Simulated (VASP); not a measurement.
# CoO (Fm-3m) in VASP: a series of runs

The runs below take CoO through single point, with BLYP+U, RPBE+D4+U.

All numbers are computed with VASP 6.6.1; they aren't measurements. Logs are shortened: lines on timing, memory, paths and dates and some standing lists are left out, and cuts for length are marked.

## 1. The cell of the first run

Symmetry: Fm-3m, No. 225, cubic system. Conventional cell: a = 4.323 Å, b = 4.323 Å, c = 4.323 Å, α = 90.00°, β = 90.00°, γ = 90.00°. Co (site symmetry m-3m) has 6 O at 2.16 Å within 2.9 Å. O (site symmetry m-3m) has 6 Co at 2.16 Å within 2.9 Å.

## 2. Single point, BLYP+U, collinear spin, ferromagnetic start (10.10 Å³/atom)

Input file INCAR:

```
SYSTEM = CoO
PREC = Accurate
ENCUT = 520
EDIFF = 1E-6
ISMEAR = 0
SIGMA = 0.05
LREAL = .False.
LASPH = .True.
NELM = 150
ALGO = Normal
ISIF = 2
LWAVE = .False.
LCHARG = .False.
ISPIN = 2
MAGMOM = 2.87 0.27
LORBIT = 11
LMAXMIX = 4
LDAU = .True.
LDAUTYPE = 2
LDAUL = 2 -1
LDAUU = 3.3 0
LDAUJ = 0 0
LDAUPRINT = 1
GGA = B5
ALDAX = 1.0
AGGAX = 1.0
AGGAC = 1.0
ALDAC = 0.0
NBANDS = 18
```

Input file KPOINTS:

```
regular mesh
0
Gamma
  10 10 10
  0 0 0
```

Input file POSCAR:

```
CoO
1.0
    0.0000000000      2.1617350460      2.1617350460
    2.1617350460      0.0000000000      2.1617350460
    2.1617350460      2.1617350460      0.0000000000
Co O
1 1
Direct
    0.0000000000      0.0000000000      0.0000000000
    0.5000000000      0.5000000000      0.5000000000
```

Potentials or basis: VASP PAW PBE potentials, release 64 (Co, O).

Command:

```console
$ cat potpaw_PBE.64/Co/POTCAR potpaw_PBE.64/O/POTCAR > POTCAR
$ mpirun -np 1 vasp_std > vasp.out
```

OUTCAR:

```text
SYSTEM = CoO
   PREC = Accurate
   ENCUT = 520
   EDIFF = 1E-6
   ISMEAR = 0
   LREAL = .False.
   LASPH = .True.
   NELM = 150
   ISIF = 2
   ISPIN = 2
   LORBIT = 11
   GGA = B5

 ion  position               nearest neighbor table
   1  0.000  0.000  0.000-   2 2.16   2 2.16   2 2.16   2 2.16   2 2.16   2 2.16
   2  0.500  0.500  0.500-   1 2.16   1 2.16   1 2.16   1 2.16   1 2.16   1 2.16

  LATTYP: Found a face centered cubic cell.
 ALAT       =     4.3234700920

  Lattice vectors:

 A1 = (   0.0000000000,   2.1617350460,   2.1617350460)
 A2 = (   2.1617350460,   0.0000000000,   2.1617350460)
 A3 = (   2.1617350460,   2.1617350460,   0.0000000000)

Analysis of symmetry for initial positions (statically):
=====================================================================
 Subroutine PRICEL returns:
 Original cell was already a primitive cell.

 Routine SETGRP: Setting up the symmetry group for a
 face centered cubic supercell.

 Subroutine GETGRP returns: Found 48 space group operations
 (whereof 48 operations were pure point group operations)
 out of a pool of 48 trial point group operations.

The static configuration has the point symmetry O_h .

Analysis of symmetry for dynamics (positions and initial velocities):
=====================================================================
 Subroutine PRICEL returns:
 Original cell was already a primitive cell.

 Routine SETGRP: Setting up the symmetry group for a
 face centered cubic supercell.

 Subroutine GETGRP returns: Found 48 space group operations
 (whereof 48 operations were pure point group operations)
 out of a pool of 48 trial point group operations.

The dynamic configuration has the point symmetry O_h .

Analysis of structural, dynamic, and magnetic symmetry:
=====================================================================
 Subroutine PRICEL returns:
 Original cell was already a primitive cell.

 Routine SETGRP: Setting up the symmetry group for a
 face centered cubic supercell.

 Subroutine GETGRP returns: Found 48 space group operations
 (whereof 48 operations were pure point group operations)
 out of a pool of 48 trial point group operations.

The overall configuration has the point symmetry O_h .

 Subroutine INISYM returns: Found 48 space group operations
 (whereof 48 operations are pure point group operations),
 and found     1 'primitive' translations

----------------------------------------------------------------------------------------

                                     Primitive cell

  volume of cell :      20.2040

  direct lattice vectors                    reciprocal lattice vectors
     0.000000000  2.161735046  2.161735046    -0.231295690  0.231295690  0.231295690
     2.161735046  0.000000000  2.161735046     0.231295690 -0.231295690  0.231295690
     2.161735046  2.161735046  0.000000000     0.231295690  0.231295690 -0.231295690

  length of vectors
     3.057155020  3.057155020  3.057155020     0.400615887  0.400615887  0.400615887

  position of ions in fractional coordinates (direct lattice)
     0.000000000  0.000000000  0.000000000
     0.500000000  0.500000000  0.500000000

  ion indices of the primitive-cell ions
   primitive index   ion index
                 1           1
                 2           2

----------------------------------------------------------------------------------------

 KPOINTS: regular mesh

Automatic generation of k-mesh.
 Grid dimensions read from file:
 generate k-points for:   10   10   10

 Generating k-lattice:

  Cartesian coordinates                     Fractional coordinates (reciprocal lattice)
    -0.023129569  0.023129569  0.023129569     0.100000000  0.000000000  0.000000000
     0.023129569 -0.023129569  0.023129569     0.000000000  0.100000000  0.000000000
     0.023129569  0.023129569 -0.023129569     0.000000000  0.000000000  0.100000000

  Length of vectors
     0.040061589  0.040061589  0.040061589

  Shift w.r.t. Gamma in fractional coordinates (k-lattice)
     0.000000000  0.000000000  0.000000000

 Subroutine IBZKPT returns following result:
 ===========================================

 Found     47 irreducible k-points:

 Following reciprocal coordinates:
            Coordinates               Weight
  0.000000  0.000000  0.000000      1.000000
  0.100000  0.000000  0.000000      8.000000
  0.200000  0.000000  0.000000      8.000000
  0.300000  0.000000  0.000000      8.000000
  0.400000  0.000000  0.000000      8.000000
  0.500000  0.000000  0.000000      4.000000
[... 16 lines left out ...]
  0.300000  0.300000  0.000000      6.000000
  0.400000  0.300000  0.000000     24.000000
 [... further k-points ...]
   k-points           NKPTS =     47   k-points in BZ     NKDIM =     47   number of bands    NBANDS=     18
   number of dos      NEDOS =    301   number of ions     NIONS =      2
   total plane-waves  NPLWV =  13824
   dimension x,y,z NGX =    24 NGY =   24 NGZ =   24
   dimension x,y,z NGXF=    48 NGYF=   48 NGZF=   48
   ions per type =               1   1
   NGX,Y,Z   is equivalent  to a cutoff of  13.05, 13.05, 13.05 a.u.
   NGXF,Y,Z  is equivalent  to a cutoff of  26.10, 26.10, 26.10 a.u.
 SYSTEM =  CoO
   PREC   = accura    normal or accurate (medium, high low for compatibility)
   ISTART =      0    job   : 0-new  1-cont  2-samecut
   ICHARG =      2    charge: 1-file 2-atom 10-const
   ISPIN  =      2    spin polarized calculation?
   LNONCOLLINEAR =      F non collinear calculations
   LSORBIT =      F    spin-orbit coupling
   LASPH  =      T    aspherical Exc in radial PAW
   ENCUT  =  520.0 eV  38.22 Ry    6.18 a.u.   5.68  5.68  5.68*2*pi/ulx,y,z
   NELM   =    150;   NELMIN=  2; NELMDL= -5     # of ELM steps
   EDIFF  = 0.1E-05   stopping-criterion for ELM
   LREAL  =      F    real-space projection
   EDIFFG = 0.1E-04   stopping-criterion for IOM
   NSW    =      0    number of steps for IOM
   IBRION =     -1    ionic relax: 0-MD 1-quasi-New 2-CG
   NFREE  =      0    steps in history (QN), initial steepest desc. (CG)
   ISIF   =      2    stress and relaxation
   ISYM   =      2    0-nonsym 1-usesym 2-fastsym
   POTIM  = 0.5000    time-step for ionic-motion
   TEBEG  =    0.0;   TEEND  =   0.0 temperature during run
   PSTRESS=    0.0 pullay stress
   NELECT =      15.0000    total number of electrons
   NUPDOWN=      -1.0000    fix difference up-down
   EMIN   =  10.00;   EMAX   =-10.00  energy-range for DOS
   EFERMI =   0.00;   METHOD = LEGACY
   ISMEAR =     0;   SIGMA  =   0.05  broadening in eV -4-tet -1-fermi 0-gaus
   EFERMI_NEDOS =   21; number of points for ismear=-14 and -15
   IALGO  =     38    algorithm
   IMIX   =      4    mixing-type and parameters
     AMIX     =   0.40;   BMIX     =  1.00
     AMIX_MAG =   1.60;   BMIX_MAG =  1.00
  volume/ion in A,a.u.               =      10.10        68.17
  Fermi-wavevector in a.u.,A,eV,Ry     =   1.482380  2.801291 29.898116  2.197450
  Thomas-Fermi vector in A             =   2.596173
   LORBIT       =     11    0 simple, 1 ext, 2 COOP (PROOUT), +10 PAW based schemes
 LDA+U is selected, type is set to LDAUTYPE =  2
   angular momentum for each species LDAUL =     2   -1
   U (eV)           for each species LDAUU =   3.3  0.0
   J (eV)           for each species LDAUJ =   0.0  0.0
   GGA     = B5    functional components
   LHFCALC =     F    Hartree Fock is set to
   AEXX    =    0.0000 exact exchange contribution
   IVDW    =     0    specifies the selected vdW correction
   LEPSILON=     F    determine dielectric tensor
   LRPA    =     F    only Hartree local field effects (RPA)
 spin polarized calculation
 Gauss-broadening in eV      SIGMA  =   0.05
  energy-cutoff  :      520.00
  volume of cell :       20.20
 maximum number of plane-waves:       552
   NGX = 11   NGY = 11   NGZ = 11

atom =   1  type =  1  l = 2

 onsite density matrix

spin component  1

  0.9688 -0.0000  0.0000  0.0000  0.0000
 -0.0000  0.9688 -0.0000  0.0000  0.0000
  0.0000 -0.0000  1.0072 -0.0000  0.0000
  0.0000  0.0000 -0.0000  0.9688  0.0000
  0.0000  0.0000  0.0000  0.0000  1.0072

spin component  2

  0.6593  0.0000 -0.0000 -0.0000 -0.0000
  0.0000  0.6593 -0.0000 -0.0000 -0.0000
 -0.0000 -0.0000  0.1323  0.0000 -0.0000
 -0.0000 -0.0000  0.0000  0.6593  0.0000
 -0.0000 -0.0000 -0.0000  0.0000  0.1323

 occupancies and eigenvectors

  o =  0.1323  v =  0.0000  0.0000  0.0000  0.0000  0.0000  0.0000 -0.0000  1.0000 -0.0000 -0.0050      0.0000  0.0000  0.0000  0.0000  0.0000  0.0000  0.0000  0.0000  0.0000  0.0000
  o =  0.1323  v =  0.0000  0.0000  0.0000  0.0000  0.0000  0.0000 -0.0000 -0.0050 -0.0000 -1.0000      0.0000  0.0000  0.0000  0.0000  0.0000  0.0000  0.0000  0.0000  0.0000  0.0000
  o =  0.6593  v =  0.0000  0.0000  0.0000  0.0000  0.0000  0.0000  0.1020  0.0000  0.9948 -0.0000      0.0000  0.0000  0.0000  0.0000  0.0000  0.0000  0.0000  0.0000  0.0000  0.0000
  o =  0.6593  v =  0.0000  0.0000  0.0000  0.0000  0.0000  1.0000  0.0000  0.0000  0.0000  0.0000      0.0000  0.0000  0.0000  0.0000  0.0000  0.0000  0.0000  0.0000  0.0000  0.0000
  o =  0.6593  v =  0.0000  0.0000  0.0000  0.0000  0.0000  0.0000 -0.9948 -0.0000  0.1020  0.0000      0.0000  0.0000  0.0000  0.0000  0.0000  0.0000  0.0000  0.0000  0.0000  0.0000
  o =  0.9688  v =  0.0000  0.9579 -0.0000 -0.2871  0.0000  0.0000  0.0000  0.0000  0.0000  0.0000      0.0000  0.0000  0.0000  0.0000  0.0000  0.0000  0.0000  0.0000  0.0000  0.0000
  o =  0.9688  v =  0.0000  0.2871 -0.0000  0.9579  0.0000  0.0000  0.0000  0.0000  0.0000  0.0000      0.0000  0.0000  0.0000  0.0000  0.0000  0.0000  0.0000  0.0000  0.0000  0.0000
  o =  0.9688  v =  1.0000  0.0000  0.0000  0.0000  0.0000  0.0000  0.0000  0.0000  0.0000  0.0000      0.0000  0.0000  0.0000  0.0000  0.0000  0.0000  0.0000  0.0000  0.0000  0.0000
  o =  1.0072  v =  0.0000 -0.0000 -0.0040 -0.0000  1.0000  0.0000  0.0000  0.0000  0.0000  0.0000      0.0000  0.0000  0.0000  0.0000  0.0000  0.0000  0.0000  0.0000  0.0000  0.0000
  o =  1.0072  v =  0.0000 -0.0000 -1.0000  0.0000 -0.0040  0.0000  0.0000  0.0000  0.0000  0.0000      0.0000  0.0000  0.0000  0.0000  0.0000  0.0000  0.0000  0.0000  0.0000  0.0000

 number of electron      15.0000001 magnetization       2.9993630

 Free energy of the ion-electron system (eV)
  ---------------------------------------------------
  ext. energy  EPLUGINS =         0.00000000
  ---------------------------------------------------
  free energy    TOTEN  =       -10.36779793 eV

  energy without entropy =      -10.36062736  energy(sigma->0) =      -10.36421264

 E-fermi :   7.0222     XC(G=0): -11.5707

 val. band max:        7.0213970543   @ k =   0.3000   0.2000   0.0000
 cond. band min:       7.0229099096   @ k =   0.3000   0.2000   0.0000
 fundamental gap:      0.0015128553
 Fermi energy:         7.0221891717

 spin component 1

 k-point     1 :       0.0000    0.0000    0.0000
  band No.  band energies     occupation
      1     -11.8959      1.00000
      2       2.6613      1.00000
      3       2.6613      1.00000
      4       3.0561      1.00000
      5       3.0561      1.00000
      6       3.0561      1.00000
[... 10 lines left out ...]
     17      28.3004      0.00000
     18      30.8958      0.00000
[... 466 lines left out ...]
      2       0.7494      1.00000
      3       2.2895      1.00000
      4       2.3773      1.00000
      5       3.0792      1.00000
      6       3.4745      1.00000
[... 10 lines left out ...]
     17      36.3900      0.00000
     18      37.8013      0.00000

 [... further k-points ...]

 spin component 2

 k-point     1 :       0.0000    0.0000    0.0000
  band No.  band energies     occupation
      1     -11.4469      1.00000
      2       5.3653      1.00000
      3       5.3653      1.00000
      4       5.3653      1.00000
      5       5.9879      1.00000
      6       5.9880      1.00000
[... 10 lines left out ...]
     17      29.1742      0.00000
     18      33.9262      0.00000
[... 466 lines left out ...]
      2       1.8802      1.00000
      3       3.8403      1.00000
      4       4.1427      1.00000
      5       5.5719      1.00000
      6       7.1010      0.01287
[... 10 lines left out ...]
     17      37.2561      0.00000
     18      38.3922      0.00000

 [... further k-points ...]

------------------------ aborting loop because EDIFF is reached ----------------------------------------

  FORCE on cell =-STRESS in cart. coord.  units (eV):
  Direction    XX          YY          ZZ          XY          YZ          ZX
  --------------------------------------------------------------------------------------
  -------------------------------------------------------------------------------------
  Total       -0.2460051     -0.2460051     -0.2460051     -0.0000000      0.0000000      0.0000000
  in kB      -19.5082070    -19.5082070    -19.5082070     -0.0000000      0.0000000      0.0000000
  external PRESSURE =     -19.5082070 kB  Pullay stress =       0.0000000 kB

 VOLUME and BASIS-vectors are now :
 -----------------------------------------------------------------------------
  energy-cutoff  :      520.00
  volume of cell :       20.20
      direct lattice vectors                 reciprocal lattice vectors
     0.000000000  2.161735046  2.161735046    -0.231295690  0.231295690  0.231295690
     2.161735046  0.000000000  2.161735046     0.231295690 -0.231295690  0.231295690
     2.161735046  2.161735046  0.000000000     0.231295690  0.231295690 -0.231295690

 POSITION                                       TOTAL-FORCE (eV/Angst)
 -----------------------------------------------------------------------------------
      0.00000      0.00000      0.00000         0.000000      0.000000      0.000000
      2.16174      2.16174      2.16174        -0.000000     -0.000000     -0.000000
 -----------------------------------------------------------------------------------
    total drift:                                0.000000     -0.000000     -0.000000

  FREE ENERGIE OF THE ION-ELECTRON SYSTEM (eV)
  ---------------------------------------------------
  free  energy   TOTEN  =       -10.3677979306 eV

  energy  without entropy=      -10.3606273564  energy(sigma->0) =      -10.36421264

 total charge

# of ion       s       p       d       tot
------------------------------------------
    1        0.280   0.325   7.140   7.745
    2        1.546   3.445   0.000   4.991
--------------------------------------------------
tot          1.825   3.770   7.140  12.736

 magnetization (x)

# of ion       s       p       d       tot
------------------------------------------
    1        0.018   0.015   2.678   2.711
    2        0.023   0.247   0.000   0.269
--------------------------------------------------
tot          0.041   0.261   2.678   2.980
```

Run time: 61 s. Hardware: 1 thread of Intel Xeon 8259CL, shared host; peak memory 0.16 GiB.

Results:

```yaml
Free_energy: -10.3678 eV
Pressure: -2.0 GPa
Band_gap_on_the_k_mesh: zero (filled and empty bands overlap)
Net_moment: 3.00 μB per cell
Site_moments: Co +2.71; O +0.27 μB
Valence_electrons_inside_the_program's_atomic_spheres: Co 7.75; O 4.99
```

Eigenvalues of the final occupation matrices:
| site | spin | trace | eigenvalues |
| --- | --- | --- | --- |
| site 1 d | 1 | 4.92 | 0.97 0.97 0.97 1.01 1.01 |
| site 1 d | 2 | 2.24 | 0.13 0.13 0.66 0.66 0.66 |

Caveat: the PAW data sets were made with another functional, which shifts forces and pressure a little; a cell with one magnetic atom can't hold antiferromagnetic order, which such compounds often take. The state reached can hang on the start; a lower one may exist.

## 3. Single point, RPBE+D4+U, collinear spin, ferromagnetic start (10.29 Å³/atom)

This run uses another cell than the first one, of 10.29 Å³/atom.

Input file INCAR:

```
SYSTEM = CoO
  ALGO = Normal
  EDIFF = 1E-6
  ENCUT = 520
  GGA = RP
  ISIF = 2
  ISMEAR = 0
  ISPIN = 2
  IVDW = 13
  LASPH = .TRUE.
  LCHARG = .FALSE.
  LDAU = .TRUE.
  LDAUJ = 0 0
  LDAUL = 2 -1
  LDAUPRINT = 1
  LDAUTYPE = 2
  LDAUU = 3.3 0
  LMAXMIX = 4
  LORBIT = 11
  LREAL = .FALSE.
  LWAVE = .FALSE.
  MAGMOM = 2.89 0.23
  NBANDS = 18
  NELM = 150
  PREC = Accurate
  SIGMA = 0.05
```

Input file KPOINTS:

```
k-points
0
G
  10 10 10
  0 0 0
```

Input file POSCAR:

```
CoO
1.0
    0.0000000000      2.1750413196      2.1750413196
    2.1750413196      0.0000000000      2.1750413196
    2.1750413196      2.1750413196      0.0000000000
Co O
1 1
Direct
    0.0000000000      0.0000000000      0.0000000000
    0.5000000000      0.5000000000      0.5000000000
```

Potentials or basis: VASP PAW PBE potentials, release 64 (Co, O).

Command:

```console
$ cat potpaw_PBE.64/Co/POTCAR potpaw_PBE.64/O/POTCAR > POTCAR
$ mpirun -np 1 vasp_std > vasp.out
```

It took 48 s on 1 thread of Intel Xeon 8259CL, shared host; peak memory 0.17 GiB.

The run converged. Its results:

| Quantity | Value |
| --- | --- |
| Free energy | -11.5874 eV |
| Pressure | -11.7 GPa |
| Band gap on the k mesh | zero (filled and empty bands overlap) |
| Net moment | 3.00 μB per cell |
| Site moments | Co +2.74; O +0.25 μB |
| Valence electrons inside the program's atomic spheres | Co 7.70; O 4.98 |
| Dispersion energy per atom | -0.567 eV |

Levels at points of the mesh, in eV from the Fermi level:
Spin up:
```csv
k point,band 7,band 8,band 9,band 10,band 11,band 12
"(0.00, 0.00, 0.00)",-2.14,-2.14,-2.14,1.35,17.36,17.43
"(0.50, 0.00, 0.00)",-2.65,-0.24,-0.24,5.61,9.44,13.66
"(0.50, 0.50, 0.00)",-3.29,-3.28,-3.28,6.06,10.20,11.30
```
Spin down:
```csv
k point,band 4,band 5,band 6,band 7,band 8,band 9
"(0.00, 0.00, 0.00)",-1.66,-1.01,-1.01,-1.01,1.84,1.98
"(0.50, 0.00, 0.00)",-3.31,-0.09,-0.09,0.18,4.10,4.10
"(0.50, 0.50, 0.00)",-2.84,-1.94,0.02,0.02,2.43,2.70
```

Eigenvalues of the final occupation matrices:
| site | spin | trace | eigenvalues |
| --- | --- | --- | --- |
| site 1 d | 1 | 4.91 | 0.97 0.97 0.97 1.00 1.00 |
| site 1 d | 2 | 2.21 | 0.12 0.12 0.65 0.65 0.65 |

Caveat: the cell stands under tension; the PAW data sets were made with another functional, which shifts forces and pressure a little; a cell with one magnetic atom can't hold antiferromagnetic order, which such compounds often take. The state reached can hang on the start; a lower one may exist.
